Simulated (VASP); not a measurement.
# YTl (P4mm) in VASP: notebook, part 2 of 2

VASP 6.6.1.

### 4 Single point, LDA

The input, INCAR:

```
SYSTEM = YTl
ALGO = Normal ; EDIFF = 1E-6
ENCUT = 520 ; GGA = CA
ISIF = 2 ; ISMEAR = 0
LASPH = .TRUE. ; LCHARG = .TRUE.
LELF = .TRUE. ; LREAL = .FALSE.
LVHAR = .TRUE. ; LWAVE = .FALSE.
NBANDS = 19 ; NELM = 100
PREC = Accurate ; SIGMA = 0.15
```

The input, KPOINTS:

```
k-points
0
G
  12 12 12
  0 0 0
```

The input, POSCAR:

```
YTl
1.0
    3.7510000000      0.0000000000      0.0000000000
    0.0000000000      3.7510000000      0.0000000000
    0.0000000000      0.0000000000      3.7510000000
Y Tl
1 1
Direct
    0.5000000000      0.5000000000      0.5000000000
    0.0266595575      0.0000000000      0.0000000000
```

Potentials or basis: VASP PAW LDA potentials, release 64 (Y_sv, Tl_d).

Launch:

```
$ cat potpaw_LDA.64/Y_sv/POTCAR potpaw_LDA.64/Tl_d/POTCAR > POTCAR
$ mpirun -np 1 vasp_std > vasp.out
```

OUTCAR:

```text
SYSTEM = YTl
   EDIFF = 1E-6
   ENCUT = 520
   GGA = CA
   ISIF = 2
   ISMEAR = 0
   LASPH = .TRUE.
   LREAL = .FALSE.
   NELM = 100
   PREC = Accurate

 ion  position               nearest neighbor table
   1  0.500  0.500  0.500-   2 3.19   2 3.19   2 3.19   2 3.19   2 3.31   2 3.31   2 3.31   2 3.31

   2  0.027  0.000  0.000-   1 3.19   1 3.19   1 3.19   1 3.19   1 3.31   1 3.31   1 3.31   1 3.31

  LATTYP: Found a simple cubic cell.
 ALAT       =     3.7510000000

  Lattice vectors:

 A1 = (   3.7510000000,   0.0000000000,   0.0000000000)
 A2 = (   0.0000000000,   3.7510000000,   0.0000000000)
 A3 = (   0.0000000000,   0.0000000000,   3.7510000000)

Analysis of symmetry for initial positions (statically):
=====================================================================
 Subroutine PRICEL returns:
 Original cell was already a primitive cell.

 Routine SETGRP: Setting up the symmetry group for a
 simple cubic supercell.

 Subroutine GETGRP returns: Found  8 space group operations
 (whereof  8 operations were pure point group operations)
 out of a pool of 48 trial point group operations.

The static configuration has the point symmetry C_4v.

Analysis of symmetry for dynamics (positions and initial velocities):
=====================================================================
 Subroutine PRICEL returns:
 Original cell was already a primitive cell.

 Routine SETGRP: Setting up the symmetry group for a
 simple cubic supercell.

 Subroutine GETGRP returns: Found  8 space group operations
 (whereof  8 operations were pure point group operations)
 out of a pool of 48 trial point group operations.

The dynamic configuration has the point symmetry C_4v.

 Subroutine INISYM returns: Found  8 space group operations
 (whereof  8 operations are pure point group operations),
 and found     1 'primitive' translations

----------------------------------------------------------------------------------------
[... 110 lines left out ...]
   IALGO  =     38    algorithm
   IMIX   =      4    mixing-type and parameters
     AMIX     =   0.40;   BMIX     =  1.00
     AMIX_MAG =   1.60;   BMIX_MAG =  1.00
  volume/ion in A,a.u.               =      26.39       178.08
  Fermi-wavevector in a.u.,A,eV,Ry     =   1.258920  2.379014 21.563600  1.584880
  Thomas-Fermi vector in A             =   2.392506
   LORBIT       =      0    0 simple, 1 ext, 2 COOP (PROOUT), +10 PAW based schemes
   GGA     = CA    functional components
   LHFCALC =     F    Hartree Fock is set to
   AEXX    =    0.0000 exact exchange contribution
   IVDW    =     0    specifies the selected vdW correction
   LEPSILON=     F    determine dielectric tensor
   LRPA    =     F    only Hartree local field effects (RPA)
 non-spin polarized calculation
 Gauss-broadening in eV      SIGMA  =   0.15
  energy-cutoff  :      520.00
  volume of cell :       52.78
 maximum number of plane-waves:      1452
 NGX is ok and might be reduce to    28
   NGX = 13   NGY = 13   NGZ = 13

 number of electron      24.0000004 magnetization

 Free energy of the ion-electron system (eV)
  ---------------------------------------------------
  ext. energy  EPLUGINS =         0.00000000
  ---------------------------------------------------
  free energy    TOTEN  =       -10.87512330 eV

  energy without entropy =      -10.85838343  energy(sigma->0) =      -10.86675337

 E-fermi :   5.8988     XC(G=0): -10.7365

 val. band max:        5.8917820430   @ k =   0.4167   0.0000   0.0000
 cond. band min:       5.9009574050   @ k =   0.5000   0.0000   0.0000
 fundamental gap:      0.0091753620
 Fermi energy:         5.8988282646

 k-point     1 :       0.0000    0.0000    0.0000
  band No.  band energies     occupation
      1     -36.9030      2.00000
      2     -16.9437      2.00000
      3     -16.9437      2.00000
      4     -16.9435      2.00000
      5      -5.8061      2.00000
      6      -5.8034      2.00000
[... 505 lines left out ...]
      6      -5.6153      2.00000
[... 11 lines left out ...]
     18      13.0161      0.00000
     19      14.0350      0.00000

 [... further k-points ...]

------------------------ aborting loop because EDIFF is reached ----------------------------------------

  FORCE on cell =-STRESS in cart. coord.  units (eV):
  Direction    XX          YY          ZZ          XY          YZ          ZX
  --------------------------------------------------------------------------------------
  -------------------------------------------------------------------------------------
  Total       -0.9225372     -0.8915655     -0.8915655      0.0000000      0.0000000     -0.0000000
  in kB      -28.0061410    -27.0659112    -27.0659112      0.0000000      0.0000000     -0.0000000
  external PRESSURE =     -27.3793211 kB  Pullay stress =       0.0000000 kB

 VOLUME and BASIS-vectors are now :
 -----------------------------------------------------------------------------
  energy-cutoff  :      520.00
  volume of cell :       52.78
      direct lattice vectors                 reciprocal lattice vectors
     3.751000000  0.000000000  0.000000000     0.266595575  0.000000000  0.000000000
     0.000000000  3.751000000  0.000000000     0.000000000  0.266595575  0.000000000
     0.000000000  0.000000000  3.751000000     0.000000000  0.000000000  0.266595575

 POSITION                                       TOTAL-FORCE (eV/Angst)
 -----------------------------------------------------------------------------------
      1.87550      1.87550      1.87550         0.205625      0.000000     -0.000000
      0.10000      0.00000      0.00000        -0.205625      0.000000      0.000000
 -----------------------------------------------------------------------------------
    total drift:                                0.000041      0.000000      0.000000

  FREE ENERGIE OF THE ION-ELECTRON SYSTEM (eV)
  ---------------------------------------------------
  free  energy   TOTEN  =       -10.8751233045 eV

  energy  without entropy=      -10.8583834284  energy(sigma->0) =      -10.86675337
```

OSZICAR:

```text
N       E                     dE             d eps       ncg     rms          rms(c)
DAV:   1     0.107598125324E+03    0.10760E+03   -0.12644E+04  7624   0.120E+03
DAV:   2    -0.622149483029E+01   -0.11382E+03   -0.11187E+03  8423   0.278E+02
DAV:   3    -0.112880474867E+02   -0.50666E+01   -0.50084E+01 12432   0.396E+01
DAV:   4    -0.114181153106E+02   -0.13007E+00   -0.12951E+00  8866   0.518E+00
DAV:   5    -0.114204996333E+02   -0.23843E-02   -0.23833E-02  8847   0.595E-01    0.255E+01
DAV:   6    -0.109658122087E+02    0.45469E+00   -0.52147E-01  8080   0.429E+00    0.164E+01
DAV:   7    -0.108960849001E+02    0.69727E-01   -0.63550E-01  9023   0.455E+00    0.222E+00
DAV:   8    -0.108778874055E+02    0.18197E-01   -0.15971E-01  8075   0.227E+00    0.564E-01
DAV:   9    -0.108755164893E+02    0.23709E-02   -0.18136E-02  7955   0.681E-01    0.174E-01
DAV:  10    -0.108751651966E+02    0.35129E-03   -0.82037E-04  8477   0.174E-01    0.156E-01
DAV:  11    -0.108751237994E+02    0.41397E-04   -0.42354E-04  8549   0.114E-01    0.111E-01
DAV:  12    -0.108751249123E+02   -0.11129E-05   -0.11763E-05  8581   0.214E-02    0.562E-02
DAV:  13    -0.108751235175E+02    0.13948E-05   -0.25331E-06  8042   0.929E-03    0.149E-02
DAV:  14    -0.108751233045E+02    0.21307E-06   -0.10545E-06  6244   0.607E-03
   1 F= -.10875123E+02 E0= -.10866753E+02  d E =-.167399E-01
```

stdout:

```text
POSCAR found type information on POSCAR Y Tl
 POSCAR found :  2 types and       2 ions
 scaLAPACK will be used
 LDA part: xc-table for (Slater(with rela. corr.)+CA(PZ))
 , standard interpolation
 POSCAR, INCAR and KPOINTS ok, starting setup
 FFT: planning ... GRIDC
 FFT: planning ... GRID_SOFT
 FFT: planning ... GRID
 WAVECAR not read
 entering main loop
```

Run time: 3.7 min. Hardware: 1 thread of AMD EPYC 7R43 (Zen 3), shared host; peak memory 0.29 GiB.

What came out:

```yaml
Free_energy: -10.8751 eV
Pressure: -2.7 GPa
Largest_force: 0.206 eV/Å
Band_gap_on_the_k_mesh: zero (band 12 reaches 6.05 eV, above the bottom of band 13 at 3.42 eV)
```

Forces on the atoms (eV/Å):
```
Y    0.206  0.000  0.000
Tl  -0.206  0.000  0.000
```

Levels at points of the mesh, in eV from the Fermi level:
| k point | band 10 | band 11 | band 12 | band 13 | band 14 | band 15 |
| --- | --- | --- | --- | --- | --- | --- |
| (0.00, 0.00, 0.00) | -9.04 | -0.16 | -0.12 | 3.05 | 3.05 | 3.16 |
| (0.50, 0.00, 0.00) | -6.89 | -4.12 | 0.00 | 0.58 | 0.58 | 3.36 |
| (0.00, 0.50, 0.00) | -6.89 | -4.13 | 0.01 | 0.57 | 0.60 | 3.37 |
| (0.50, 0.50, 0.00) | -6.38 | -1.43 | -1.42 | -0.07 | 2.33 | 2.36 |
| (0.00, 0.50, 0.50) | -6.40 | -1.41 | -1.41 | -0.10 | 2.35 | 2.35 |
| (0.50, 0.50, 0.50) | -4.40 | -2.51 | -2.51 | -2.48 | 4.32 | 4.32 |

Caveat: the cell differs from its parent crystal (all Tl atoms moved -0.100 Å, as atom 2 towards its neighbour atom 2 (Tl) at 3.751 Å); spin-orbit coupling is left out, which moves the levels of the heavy elements.
